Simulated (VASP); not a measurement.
# GaSe (P6_3/mmc) in VASP: further runs, part 2 of 2

VASP 6.6.1.

## (3) Relaxation of shape and atoms at fixed volume, PBE (26.11 Å³/atom)

This run uses another cell than the first one, of 26.11 Å³/atom.

Input file INCAR:

```
ALGO = Normal
EDIFF = 1E-7
EDIFFG = -0.01
ENCUT = 500
GGA = PE
GGA_COMPAT = False
IBRION = 2
ISIF = 4
ISMEAR = 0
LASPH = True
LCHARG = False
LREAL = False
LWAVE = False
NELM = 120
NELMIN = 4
NSW = 50
PREC = Accurate
SIGMA = 0.02
```

Input file KPOINTS:

```
k-points
0
Gamma
  12 12 2
```

Input file POSCAR:

```
GaSe
1.0
    3.7661732205      0.0000000000      0.0000000000
   -1.8830866102      3.2616016840      0.0000000000
    0.0000000000      0.0000000000     17.0071231606
Ga Se
4 4
Direct
    0.3333333333      0.6666666667      0.1782912806
    0.6666666667      0.3333333333      0.6782912806
    0.3333333333      0.6666666667      0.3217087194
    0.6666666667      0.3333333333      0.8217087194
    0.3333333333      0.6666666667      0.6100600914
    0.6666666667      0.3333333333      0.1100600914
    0.3333333333      0.6666666667      0.8899399086
    0.6666666667      0.3333333333      0.3899399086
```

Potentials or basis: VASP PAW PBE potentials, release 64 (Ga_d, Se).

On the command line:

```console
> cat potpaw_PBE.64/Ga_d/POTCAR potpaw_PBE.64/Se/POTCAR > POTCAR
> mpirun -np 1 vasp_std > vasp.out
```

OUTCAR:

```text
EDIFF = 1E-7
   EDIFFG = -0.01
   ENCUT = 500
   GGA = PE
   IBRION = 2
   ISIF = 4
   ISMEAR = 0
   LASPH = True
   LREAL = False
   NELM = 120
   NELMIN = 4
   NSW = 50
   PREC = Accurate

 ion  position               nearest neighbor table
   1  0.333  0.667  0.178-   3 2.44   6 2.46   6 2.46   6 2.46
   2  0.667  0.333  0.678-   4 2.44   5 2.46   5 2.46   5 2.46
   3  0.333  0.667  0.322-   1 2.44   8 2.46   8 2.46   8 2.46
   4  0.667  0.333  0.822-   2 2.44   7 2.46   7 2.46   7 2.46
   5  0.333  0.667  0.610-   2 2.46   2 2.46   2 2.46
   6  0.667  0.333  0.110-   1 2.46   1 2.46   1 2.46
   7  0.333  0.667  0.890-   4 2.46   4 2.46   4 2.46
   8  0.667  0.333  0.390-   3 2.46   3 2.46   3 2.46

  LATTYP: Found a hexagonal cell.
 ALAT       =     3.7661732205
 C/A-ratio  =     4.5157570204

  Lattice vectors:

 A1 = (   3.7661732205,   0.0000000000,   0.0000000000)
 A2 = (  -1.8830866102,   3.2616016840,   0.0000000000)
 A3 = (   0.0000000000,   0.0000000000,  17.0071231606)

Analysis of symmetry for initial positions (statically):
=====================================================================
 Subroutine PRICEL returns:
 Original cell was already a primitive cell.

 Routine SETGRP: Setting up the symmetry group for a
 hexagonal supercell.

 Subroutine GETGRP returns: Found 24 space group operations
 (whereof 12 operations were pure point group operations)
 out of a pool of 24 trial point group operations.

The static configuration has the point symmetry D_3d.
 The point group associated with its full space group is D_6h.

Analysis of symmetry for dynamics (positions and initial velocities):
=====================================================================
 Subroutine PRICEL returns:
 Original cell was already a primitive cell.

 Routine SETGRP: Setting up the symmetry group for a
 hexagonal supercell.

 Subroutine GETGRP returns: Found 24 space group operations
 (whereof 12 operations were pure point group operations)
 out of a pool of 24 trial point group operations.

[... 152 lines left out ...]

--------------------------------------- Ionic step        1  -------------------------------------------

 number of electron      76.0000046 magnetization

 Free energy of the ion-electron system (eV)
  ---------------------------------------------------
  ext. energy  EPLUGINS =         0.00000000
  ---------------------------------------------------
  free energy    TOTEN  =       -30.30028654 eV

  energy without entropy =      -30.30028654  energy(sigma->0) =      -30.30028654

------------------------ aborting loop because EDIFF is reached ----------------------------------------

  FORCE on cell =-STRESS in cart. coord.  units (eV):
  Direction    XX          YY          ZZ          XY          YZ          ZX
  --------------------------------------------------------------------------------------
  -------------------------------------------------------------------------------------
  Total        2.9597045      2.9597045      2.6302197      0.0000000      0.0000000      0.0000000
  in kB       22.6984849     22.6984849     20.1716085      0.0000000      0.0000000      0.0000000
  external PRESSURE =      21.8561928 kB  Pullay stress =       0.0000000 kB
[... 107 lines left out ...]
  FREE ENERGIE OF THE ION-ELECTRON SYSTEM (eV)
  ---------------------------------------------------
  free  energy   TOTEN  =       -30.3119426029 eV

  energy  without entropy=      -30.3119426029  energy(sigma->0) =      -30.31194260

[... ionic steps 4 to 7 ...]

--------------------------------------- Ionic step        8  -------------------------------------------

 number of electron      76.0000026 magnetization

------------------------ aborting loop because EDIFF is reached ----------------------------------------
[... 79 lines left out ...]
--------------------------------------- Ionic step       10  -------------------------------------------

 number of electron      76.0000027 magnetization

 Free energy of the ion-electron system (eV)
  ---------------------------------------------------
  ext. energy  EPLUGINS =         0.00000000
  ---------------------------------------------------
  free energy    TOTEN  =       -30.33483313 eV

  energy without entropy =      -30.33483313  energy(sigma->0) =      -30.33483313

 E-fermi :   2.8307     XC(G=0):  -8.9089

 val. band max:        2.6985973777   @ k =   0.0000   0.0000   0.0000
 cond. band min:       3.6784519521   @ k =   0.0000   0.0000   0.0000
 fundamental gap:      0.9798545745
 Fermi energy:         2.8307386716

 k-point     1 :       0.0000    0.0000    0.0000
  band No.  band energies     occupation
      1     -12.2530      2.00000
      2     -12.2529      2.00000
      3     -12.1391      2.00000
      4     -12.1391      2.00000
      5     -12.1390      2.00000
      6     -12.1390      2.00000
[... 1141 lines left out ...]
     44       6.9289      0.00000
     45       7.1283      0.00000

 [... further k-points ...]
[... 5 lines left out ...]
  --------------------------------------------------------------------------------------
  -------------------------------------------------------------------------------------
  Total        0.8762800      0.8762800      0.8579072      0.0000000      0.0000000      0.0000000
  in kB        6.7203428      6.7203428      6.5794382      0.0000000      0.0000000      0.0000000
  external PRESSURE =       6.6733746 kB  Pullay stress =       0.0000000 kB
[... 23 lines left out ...]
  FREE ENERGIE OF THE ION-ELECTRON SYSTEM (eV)
  ---------------------------------------------------
  free  energy   TOTEN  =       -30.3348331294 eV

  energy  without entropy=      -30.3348331294  energy(sigma->0) =      -30.33483313

 reached required accuracy - stopping structural energy minimisation
```

OSZICAR:

```text
N       E                     dE             d eps       ncg     rms          rms(c)
DAV:   1     0.714440742882E+03    0.71444E+03   -0.34392E+04  3707   0.224E+03
DAV:   2     0.908855830323E+02   -0.62356E+03   -0.60746E+03  3732   0.599E+02
DAV:   3    -0.226632520985E+02   -0.11355E+03   -0.10966E+03  4156   0.179E+02
DAV:   4    -0.305116547885E+02   -0.78484E+01   -0.77885E+01  4060   0.484E+01
[... 98 lines left out ...]
DAV:   1    -0.303348158083E+02   -0.10636E-04   -0.11294E-02  4110   0.508E-01    0.205E-02
DAV:   2    -0.303348363473E+02   -0.20539E-04   -0.29045E-04  4595   0.107E-01    0.118E-02
DAV:   3    -0.303348335845E+02    0.27628E-05   -0.91780E-06  5296   0.191E-02    0.450E-03
DAV:   4    -0.303348331551E+02    0.42937E-06   -0.16877E-06  3936   0.731E-03    0.975E-04
DAV:   5    -0.303348331294E+02    0.25741E-07   -0.30706E-07  3261   0.423E-03
  10 F= -.30334833E+02 E0= -.30334833E+02  d E =-.395435E-04
```

CONTCAR:

```text
GaSe
   1.00000000000000
     3.8001829087190502    0.0000000000111467    0.0000000000000000
    -1.9000914542994203    3.2910549379646796   -0.0000000000000000
    -0.0000000000000000    0.0000000000000000   16.7040752562302011
  Ga              Se
     4     4
Direct
     0.3333333332999970    0.6666666667000030    0.1763107039805991
     0.6666666667000030    0.3333333332999970    0.6763107039805992
     0.3333333332999970    0.6666666667000030    0.3236892960194010
     0.6666666667000030    0.3333333332999970    0.8236892960194008
     0.3333333332999970    0.6666666667000030    0.6058281894806643
     0.6666666667000030    0.3333333332999970    0.1058281894806642
     0.3333333332999970    0.6666666667000030    0.8941718105193357
     0.6666666667000030    0.3333333332999970    0.3941718105193358

  0.00000000E+00  0.00000000E+00  0.00000000E+00
  0.00000000E+00  0.00000000E+00  0.00000000E+00
  0.00000000E+00  0.00000000E+00  0.00000000E+00
  0.00000000E+00  0.00000000E+00  0.00000000E+00
  0.00000000E+00  0.00000000E+00  0.00000000E+00
  0.00000000E+00  0.00000000E+00  0.00000000E+00
  0.00000000E+00  0.00000000E+00  0.00000000E+00
  0.00000000E+00  0.00000000E+00  0.00000000E+00
```

Wall time 16 min (1 thread of Intel Xeon 6975P-C (Granite Rapids), shared host); peak memory 0.48 GiB.

What came out:

```
Free energy                  : -30.3348 eV
Energy gained by relaxing    : 4.3 meV/atom
Ionic steps                  : 10
Pressure after relaxing      : 0.7 GPa
Largest force after relaxing : 0.006 eV/Å
Band gap on the k mesh       : 0.98 eV
```

Forces in eV/Å, atoms in the order of the input:
```
Ga   0.000  0.000 -0.003
Ga   0.000  0.000 -0.003
Ga   0.000  0.000  0.003
Ga   0.000  0.000  0.003
Se   0.000  0.000  0.006
Se   0.000  0.000  0.006
Se   0.000  0.000 -0.006
Se   0.000  0.000 -0.006
```

Step by step:
| step | energy change (eV) | largest force (eV/Å) | pressure (GPa) | volume (Å³) |
| --- | --- | --- | --- | --- |
| 1 | 0.0000 | 0.2746 | 2.19 | 208.91 |
| 2 | -0.0108 | 0.1347 | 1.82 | 208.91 |
| 3 | -0.0117 | 0.2102 | 1.69 | 208.91 |
| 4 | -0.0199 | 0.1343 | 1.45 | 208.91 |
| 5 | -0.0239 | 0.0346 | 1.09 | 208.91 |
| 6 | -0.0311 | 0.0158 | 0.91 | 208.91 |
| 7 | -0.0343 | 0.0224 | 0.60 | 208.91 |
| 8 | -0.0345 | 0.0154 | 0.67 | 208.91 |
| 9 | -0.0345 | 0.0189 | 0.66 | 208.91 |
| 10 | -0.0345 | 0.0060 | 0.67 | 208.91 |

Final structure:
```
CELL_PARAMETERS angstrom
3.80018 0.00000 0.00000
-1.90009 3.29105 0.00000
0.00000 0.00000 16.70408
ATOMIC_POSITIONS crystal
Ga 0.33333 0.66667 0.17631
Ga 0.66667 0.33333 0.67631
Ga 0.33333 0.66667 0.32369
Ga 0.66667 0.33333 0.82369
Se 0.33333 0.66667 0.60583
Se 0.66667 0.33333 0.10583
Se 0.33333 0.66667 0.89417
Se 0.66667 0.33333 0.39417
```

Levels at points of the mesh, in eV from the valence-band top:
```tsv
k point	band 35	band 36	band 37	band 38	band 39	band 40	band 41	band 42
(0.00, 0.00, 0.00)	-1.10	-1.03	-1.03	0.00	0.98	1.79	2.27	2.32
(0.50, 0.00, 0.00)	-2.18	-2.09	-2.05	-1.69	1.31	1.55	1.88	1.94
(0.00, 0.00, 0.50)	-1.06	-1.06	-0.69	-0.69	1.49	1.49	2.29	2.29
(0.50, 0.00, 0.50)	-2.22	-2.22	-1.88	-1.88	1.57	1.57	1.77	1.77
```

Caveat: this functional lacks dispersion, which binds the layers, so the pressure and a relaxed spacing across them are unreliable.
